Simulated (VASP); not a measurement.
# MgB15N15 (a cell with a defect) in VASP: relaxation of the atoms with PBE

Aim: the relaxation of the atoms of MgB15N15 (a cell with a defect) with PBE.

Program: VASP 6.6.1. These are calculated values, not measurements. Logs are shortened: lines on timing, memory, paths and dates and some standing lists are left out, and cuts for length are marked.

### 1 The cell of the first run

The cell holds a defect, 31 atoms: a = 6.277 Å, b = 6.277 Å, c = 6.277 Å, α = 109.47°, β = 109.47°, γ = 109.47°.

### 2 Relaxation of the atoms, PBE

The input, INCAR:

```
SYSTEM = MgB15N15
ALGO = Normal
EDIFF = 1E-6
EDIFFG = -0.03
ENCUT = 520
GGA = PE
IBRION = 2
ISIF = 2
ISMEAR = 0
LASPH = .True.
LCHARG = .False.
LREAL = Auto
LWAVE = .False.
NELECT = 120.0
NELM = 100
NSW = 100
PREC = Accurate
SIGMA = 0.01
```

The input, KPOINTS:

```
Automatic mesh
0
Gamma
  1 1 1
  0.25 0.25 0.25
```

The input, POSCAR:

```
MgB15N15
1.0
   -3.6241103800      3.6241103800     -3.6241103800
    3.6241103800      3.6241103800      3.6241103800
    3.6241103800     -3.6241103800     -3.6241103800
B Mg N
15 1 15
Direct
    0.0000000000      0.0000000000      0.0000000000
    0.0000000000      0.2500000000      0.7500000000
    0.0000000000      0.5000000000      0.5000000000
    0.0000000000      0.7500000000      0.2500000000
    0.2500000000      0.0000000000      0.7500000000
    0.2500000000      0.5000000000      0.2500000000
    0.2500000000      0.7500000000      0.0000000000
    0.5000000000      0.0000000000      0.5000000000
    0.5000000000      0.2500000000      0.2500000000
    0.5000000000      0.5000000000      0.0000000000
    0.5000000000      0.7500000000      0.7500000000
    0.7500000000      0.0000000000      0.2500000000
    0.7500000000      0.2500000000      0.0000000000
    0.7500000000      0.5000000000      0.7500000000
    0.7500000000      0.7500000000      0.5000000000
    0.2500000000      0.2500000000      0.5000000000
    0.0000000000      0.2500000000      0.0000000000
    0.0000000000      0.5000000000      0.7500000000
    0.0000000000      0.7500000000      0.5000000000
    0.2500000000      0.0000000000      0.0000000000
    0.2500000000      0.2500000000      0.7500000000
    0.2500000000      0.5000000000      0.5000000000
    0.2500000000      0.7500000000      0.2500000000
    0.5000000000      0.0000000000      0.7500000000
    0.5000000000      0.2500000000      0.5000000000
    0.5000000000      0.5000000000      0.2500000000
    0.5000000000      0.7500000000      0.0000000000
    0.7500000000      0.0000000000      0.5000000000
    0.7500000000      0.2500000000      0.2500000000
    0.7500000000      0.5000000000      0.0000000000
    0.7500000000      0.7500000000      0.7500000000
```

Potentials or basis: VASP PAW PBE potentials, release 64 (B, Mg, N).

Command:

```console
$ cat potpaw_PBE.64/B/POTCAR potpaw_PBE.64/Mg/POTCAR potpaw_PBE.64/N/POTCAR > POTCAR
$ mpirun -np 1 vasp_std > vasp.out
```

OUTCAR:

```text
SYSTEM = MgB15N15
   EDIFF = 1E-6
   EDIFFG = -0.03
   ENCUT = 520
   GGA = PE
   IBRION = 2
   ISIF = 2
   ISMEAR = 0
   LASPH = .True.
   LREAL = Auto
   NELECT = 120.0
   NELM = 100
   NSW = 100
   PREC = Accurate

 ion  position               nearest neighbor table
   1  0.000  0.000  0.000-  17 1.57  20 1.57  31 1.57  16 2.56
   2  0.000  0.250  0.750-  17 1.57  18 1.57  21 1.57  28 1.57  16 2.56
   3  0.000  0.500  0.500-  18 1.57  19 1.57  22 1.57  29 1.57  16 2.56
   4  0.000  0.750  0.250-  19 1.57  23 1.57  30 1.57  16 2.56
   5  0.250  0.000  0.750-  19 1.57  20 1.57  21 1.57  24 1.57  16 2.56
   6  0.250  0.500  0.250-  17 1.57  22 1.57  23 1.57  26 1.57  16 2.56
   7  0.250  0.750  0.000-  18 1.57  20 1.57  23 1.57  27 1.57
   8  0.500  0.000  0.500-  23 1.57  24 1.57  25 1.57  28 1.57  16 2.56
   9  0.500  0.250  0.250-  20 1.57  25 1.57  26 1.57  29 1.57  16 2.56
  10  0.500  0.500  0.000-  21 1.57  26 1.57  27 1.57  30 1.57  16 2.56
  11  0.500  0.750  0.750-  22 1.57  24 1.57  27 1.57  31 1.57  16 2.56
  12  0.750  0.000  0.250-  27 1.57  28 1.57  29 1.57  16 2.56
  13  0.750  0.250  0.000-  17 1.57  24 1.57  29 1.57  30 1.57
  14  0.750  0.500  0.750-  18 1.57  25 1.57  30 1.57  31 1.57  16 2.56
  15  0.750  0.750  0.500-  19 1.57  26 1.57  28 1.57  31 1.57
  16  0.250  0.250  0.500-  21 1.57  22 1.57  25 1.57   6 2.56   8 2.56   9 2.56  10 2.56  11 2.56
                            14 2.56   2 2.56   3 2.56   5 2.56   1 2.56   4 2.56  12 2.56
  17  0.000  0.250  0.000-   1 1.57   2 1.57   6 1.57  13 1.57
  18  0.000  0.500  0.750-   2 1.57   3 1.57   7 1.57  14 1.57
  19  0.000  0.750  0.500-   3 1.57   4 1.57   5 1.57  15 1.57
  20  0.250  0.000  0.000-   1 1.57   5 1.57   7 1.57   9 1.57
  21  0.250  0.250  0.750-   2 1.57   5 1.57  10 1.57  16 1.57
  22  0.250  0.500  0.500-   3 1.57   6 1.57  11 1.57  16 1.57
  23  0.250  0.750  0.250-   4 1.57   6 1.57   7 1.57   8 1.57
  24  0.500  0.000  0.750-   5 1.57   8 1.57  11 1.57  13 1.57
  25  0.500  0.250  0.500-   8 1.57   9 1.57  14 1.57  16 1.57
  26  0.500  0.500  0.250-   6 1.57   9 1.57  10 1.57  15 1.57
  27  0.500  0.750  0.000-   7 1.57  10 1.57  11 1.57  12 1.57
  28  0.750  0.000  0.500-   2 1.57   8 1.57  12 1.57  15 1.57
  29  0.750  0.250  0.250-   3 1.57   9 1.57  12 1.57  13 1.57
  30  0.750  0.500  0.000-   4 1.57  10 1.57  13 1.57  14 1.57
  31  0.750  0.750  0.750-   1 1.57  11 1.57  14 1.57  15 1.57

  LATTYP: Found a body centered cubic cell.
 ALAT       =     7.2482207600

  Lattice vectors:

 A1 = (  -3.6241103800,   3.6241103800,  -3.6241103800)
 A2 = (   3.6241103800,   3.6241103800,   3.6241103800)
 A3 = (   3.6241103800,  -3.6241103800,  -3.6241103800)

Analysis of symmetry for initial positions (statically):
=====================================================================
 Subroutine PRICEL returns:
 Original cell was already a primitive cell.

 Routine SETGRP: Setting up the symmetry group for a
 body centered cubic supercell.

 Subroutine GETGRP returns: Found  6 space group operations
 (whereof  2 operations were pure point group operations)
 out of a pool of 48 trial point group operations.

The static configuration has the point symmetry C_1h.
 The point group associated with its full space group is C_3v.

Analysis of symmetry for dynamics (positions and initial velocities):
=====================================================================
 Subroutine PRICEL returns:
 Original cell was already a primitive cell.

 Routine SETGRP: Setting up the symmetry group for a
 body centered cubic supercell.

 Subroutine GETGRP returns: Found  6 space group operations
 (whereof  2 operations were pure point group operations)
 out of a pool of 48 trial point group operations.

The dynamic configuration has the point symmetry C_1h.
 The point group associated with its full space group is C_3v.

 Subroutine INISYM returns: Found  6 space group operations
 (whereof  2 operations are pure point group operations),
 and found     1 'primitive' translations

----------------------------------------------------------------------------------------

                                     Primitive cell

  volume of cell :     190.3988

  direct lattice vectors                    reciprocal lattice vectors
    -3.624110380  3.624110380 -3.624110380     0.000000000  0.137964893 -0.137964893
     3.624110380  3.624110380  3.624110380     0.137964893  0.137964893  0.000000000
     3.624110380 -3.624110380 -3.624110380     0.137964893  0.000000000 -0.137964893

  length of vectors
     6.277143310  6.277143310  6.277143310     0.195111823  0.195111823  0.195111823
[... 88 lines left out ...]

 Subroutine IBZKPT returns following result:
 ===========================================

 Found      1 irreducible k-points:

 Following reciprocal coordinates:
            Coordinates               Weight
  0.250000  0.250000  0.250000      2.000000
   k-points           NKPTS =      1   k-points in BZ     NKDIM =      1   number of bands    NBANDS=     76
   number of dos      NEDOS =    301   number of ions     NIONS =     31
   total plane-waves  NPLWV = 110592
   dimension x,y,z NGX =    48 NGY =   48 NGZ =   48
   dimension x,y,z NGXF=    96 NGYF=   96 NGZF=   96
   ions per type =              15   1  15
   NGX,Y,Z   is equivalent  to a cutoff of  12.71, 12.71, 12.71 a.u.
   NGXF,Y,Z  is equivalent  to a cutoff of  25.42, 25.42, 25.42 a.u.
 SYSTEM =  MgB15N15
   PREC   = accura    normal or accurate (medium, high low for compatibility)
   ISTART =      0    job   : 0-new  1-cont  2-samecut
   ICHARG =      2    charge: 1-file 2-atom 10-const
   ISPIN  =      1    spin polarized calculation?
   LNONCOLLINEAR =      F non collinear calculations
   LSORBIT =      F    spin-orbit coupling
   LASPH  =      T    aspherical Exc in radial PAW
   ENCUT  =  520.0 eV  38.22 Ry    6.18 a.u.  11.67 11.67 11.67*2*pi/ulx,y,z
   NELM   =    100;   NELMIN=  2; NELMDL= -5     # of ELM steps
   EDIFF  = 0.1E-05   stopping-criterion for ELM
   LREAL  =      T    real-space projection
   EDIFFG = -.3E-01   stopping-criterion for IOM
   NSW    =    100    number of steps for IOM
   IBRION =      2    ionic relax: 0-MD 1-quasi-New 2-CG
   NFREE  =      1    steps in history (QN), initial steepest desc. (CG)
   ISIF   =      2    stress and relaxation
   ISYM   =      2    0-nonsym 1-usesym 2-fastsym
   POTIM  = 0.5000    time-step for ionic-motion
   TEBEG  =    0.0;   TEEND  =   0.0 temperature during run
   PSTRESS=    0.0 pullay stress
   NELECT =     120.0000    total number of electrons
   NUPDOWN=      -1.0000    fix difference up-down
   EMIN   =  10.00;   EMAX   =-10.00  energy-range for DOS
   EFERMI =   0.00;   METHOD = LEGACY
   ISMEAR =     0;   SIGMA  =   0.01  broadening in eV -4-tet -1-fermi 0-gaus
   EFERMI_NEDOS =   21; number of points for ismear=-14 and -15
   IALGO  =     38    algorithm
   IMIX   =      4    mixing-type and parameters
     AMIX     =   0.40;   BMIX     =  1.00
     AMIX_MAG =   1.60;   BMIX_MAG =  1.00
  volume/ion in A,a.u.               =       6.14        41.45
  Fermi-wavevector in a.u.,A,eV,Ry     =   1.403612  2.652443 26.805212  1.970127
  Thomas-Fermi vector in A             =   2.526257
   LORBIT       =      0    0 simple, 1 ext, 2 COOP (PROOUT), +10 PAW based schemes
   GGA     = PE    functional components
   LHFCALC =     F    Hartree Fock is set to
   AEXX    =    0.0000 exact exchange contribution
   IVDW    =     0    specifies the selected vdW correction
   LEPSILON=     F    determine dielectric tensor
   LRPA    =     F    only Hartree local field effects (RPA)
 conjugate gradient relaxation of ions
 non-spin polarized calculation
 Gauss-broadening in eV      SIGMA  =   0.01
  energy-cutoff  :      520.00
  volume of cell :      190.40
 maximum number of plane-waves:      5072
 NGX is ok and might be reduce to    48
   NGX = 23   NGY = 23   NGZ = 23

--------------------------------------- Ionic step        1  -------------------------------------------

 number of electron     120.0000035 magnetization

 Free energy of the ion-electron system (eV)
  ---------------------------------------------------
  ext. energy  EPLUGINS =         0.00000000
  ---------------------------------------------------
  free energy    TOTEN  =      -264.45141560 eV

  energy without entropy =     -264.43867285  energy(sigma->0) =     -264.44504422

------------------------ aborting loop because EDIFF is reached ----------------------------------------

  FORCE on cell =-STRESS in cart. coord.  units (eV):
  Direction    XX          YY          ZZ          XY          YZ          ZX
  --------------------------------------------------------------------------------------
  -------------------------------------------------------------------------------------
  Total       -0.9564285     -0.9564285     -0.9564285     -4.6682120      4.6682120      4.6682120
  in kB       -8.0482017     -8.0482017     -8.0482017    -39.2823005     39.2823005     39.2823005
  external PRESSURE =      -8.0482017 kB  Pullay stress =       0.0000000 kB
[... 176 lines left out ...]
  FREE ENERGIE OF THE ION-ELECTRON SYSTEM (eV)
  ---------------------------------------------------
  free  energy   TOTEN  =      -270.8443990030 eV

  energy  without entropy=     -270.8331152113  energy(sigma->0) =     -270.83875711

[... ionic steps 4 to 26 ...]

--------------------------------------- Ionic step       27  -------------------------------------------

 number of electron     120.0000007 magnetization

------------------------ aborting loop because EDIFF is reached ----------------------------------------
[... 125 lines left out ...]
--------------------------------------- Ionic step       29  -------------------------------------------

 number of electron     120.0000007 magnetization

 Free energy of the ion-electron system (eV)
  ---------------------------------------------------
  ext. energy  EPLUGINS =         0.00000000
  ---------------------------------------------------
  free energy    TOTEN  =      -272.96439713 eV

  energy without entropy =     -272.96439713  energy(sigma->0) =     -272.96439713

 E-fermi :   7.4024     XC(G=0): -12.4839

 val. band max:        7.2923632551   @ k =   0.2500   0.2500   0.2500
 cond. band min:       8.4279690717   @ k =   0.2500   0.2500   0.2500
 fundamental gap:      1.1356058166
 Fermi energy:         7.4023718657

 k-point     1 :       0.2500    0.2500    0.2500
  band No.  band energies     occupation
      1     -11.7363      2.00000
      2     -11.7363      2.00000
      3     -11.5559      2.00000
      4     -10.7887      2.00000
      5      -8.8645      2.00000
      6      -8.8645      2.00000
[... 64 lines left out ...]
     71      15.2360      0.00000
     72      15.2360      0.00000
 [bands above 72 left out]

------------------------ aborting loop because EDIFF is reached ----------------------------------------

  FORCE on cell =-STRESS in cart. coord.  units (eV):
  Direction    XX          YY          ZZ          XY          YZ          ZX
  --------------------------------------------------------------------------------------
  -------------------------------------------------------------------------------------
  Total       -3.0718716     -3.0718716     -3.0718716     -3.8172710      3.8172710      3.8172710
  in kB      -25.8493369    -25.8493369    -25.8493369    -32.1217597     32.1217597     32.1217597
  external PRESSURE =     -25.8493369 kB  Pullay stress =       0.0000000 kB
[... 46 lines left out ...]
  FREE ENERGIE OF THE ION-ELECTRON SYSTEM (eV)
  ---------------------------------------------------
  free  energy   TOTEN  =      -272.9643971325 eV

  energy  without entropy=     -272.9643971325  energy(sigma->0) =     -272.96439713

 reached required accuracy - stopping structural energy minimisation
```

Run time: 19 min. Hardware: 1 thread of Intel Xeon Platinum 8488C (Sapphire Rapids), shared host; peak memory 0.36 GiB.

What came out:

* Free energy: -272.9644 eV
* Energy gained by relaxing: 274.6 meV/atom
* Ionic steps: 29
* Largest force after relaxing: 0.029 eV/Å

Forces on the atoms (eV/Å):
```
B    0.018  0.004 -0.018
B   -0.006  0.004  0.009
B   -0.006 -0.009 -0.004
B    0.018  0.018 -0.004
B   -0.009  0.004  0.006
B   -0.009 -0.006 -0.004
B    0.005 -0.002  0.002
B    0.004 -0.009  0.006
B    0.004 -0.006  0.009
B    0.001 -0.006 -0.001
B    0.001  0.001  0.006
B    0.004  0.018 -0.018
B   -0.002 -0.002 -0.005
B   -0.006  0.001 -0.001
B   -0.002  0.005  0.002
Mg  -0.005 -0.005  0.005
N   -0.002  0.002 -0.001
N   -0.013  0.003 -0.003
N   -0.002  0.001 -0.002
N    0.001  0.002  0.002
N   -0.005  0.029  0.005
N   -0.005 -0.005 -0.029
N    0.001 -0.002 -0.002
N    0.003  0.003  0.013
N    0.029 -0.005  0.005
N    0.003 -0.013 -0.003
N   -0.016 -0.005  0.005
N    0.002  0.001  0.002
N    0.002 -0.002 -0.001
N   -0.005 -0.005  0.016
N   -0.005 -0.016  0.005
```

Step by step:
```
step  energy change (eV)  largest force (eV/Å)  pressure (GPa)
   1              0.0000               15.1528           -0.80
   2              4.3191               12.4530            3.24
   3             -6.3930                1.5422           -7.76
   4             -6.4118                1.7178           -7.81
   5             -6.4155                1.9097           -7.84
   6             -6.8341                1.0358           -7.76
   7             -6.8924                1.2759           -7.92
   8             -7.0451                0.6233           -7.67
   9             -7.0516                0.7859           -7.38
  10             -7.2034                1.1370           -6.91
  11             -7.4707                2.5430           -5.94
  12             -7.5064                2.6609           -5.84
  13             -7.6121                2.9557           -5.65
  14             -7.7203                2.8624           -5.44
  15             -7.8096                2.7494           -5.35
  16             -8.0263                2.4103           -5.05
  17             -8.2166                1.7188           -4.20
  18             -8.2756                1.5971           -4.17
  19             -8.3807                1.2368           -4.02
  20             -8.3934                1.0661           -3.90
  21             -8.4389                0.8164           -3.63
  22             -8.4652                0.4348           -3.16
  23             -8.4819                0.3231           -3.03
  24             -8.4968                0.3192           -2.71
  25             -8.5094                0.1038           -2.61
  26             -8.5104                0.0889           -2.57
  27             -8.5125                0.0472           -2.59
  28             -8.5126                0.0568           -2.59
  29             -8.5130                0.0294           -2.58
```

Final structure:
```
B Mg N
1.0
    -3.62411    3.62411   -3.62411
     3.62411    3.62411    3.62411
     3.62411   -3.62411   -3.62411
B Mg N
15 1 15
Direct
  0.99935 0.99935 0.93868
  0.01151 0.25836 0.75440
  0.01151 0.50440 0.50836
  0.99935 0.68868 0.24935
  0.25836 0.01151 0.75440
  0.25836 0.50440 0.26151
  0.24408 0.74985 0.99985
  0.50440 0.01151 0.50836
  0.50440 0.25836 0.26151
  0.49967 0.49967 0.00480
  0.49967 0.75480 0.74967
  0.68868 0.99935 0.24935
  0.74985 0.24408 0.99985
  0.75480 0.49967 0.74967
  0.74985 0.74985 0.49408
  0.18047 0.18047 0.43047
  0.00105 0.24877 0.00900
  0.00850 0.50591 0.75591
  0.00105 0.75900 0.49877
  0.24877 0.00105 0.00900
  0.25380 0.25380 0.77880
  0.25380 0.52880 0.50380
  0.24877 0.75900 0.25105
  0.50591 0.00850 0.75591
  0.52880 0.25380 0.50380
  0.50591 0.50591 0.25850
  0.50370 0.75382 0.00382
  0.75900 0.00105 0.49877
  0.75900 0.24877 0.25105
  0.75382 0.50370 0.00382
  0.75382 0.75382 0.75370
```

Caveat: the k points lie up to 1.23 Å⁻¹ apart, too coarse for converged energies, forces and pressures; the cell carries a net charge on a neutralising background, which shifts energy and pressure; the cell is charged against a uniform background, so pressure and absolute levels hang on convention.
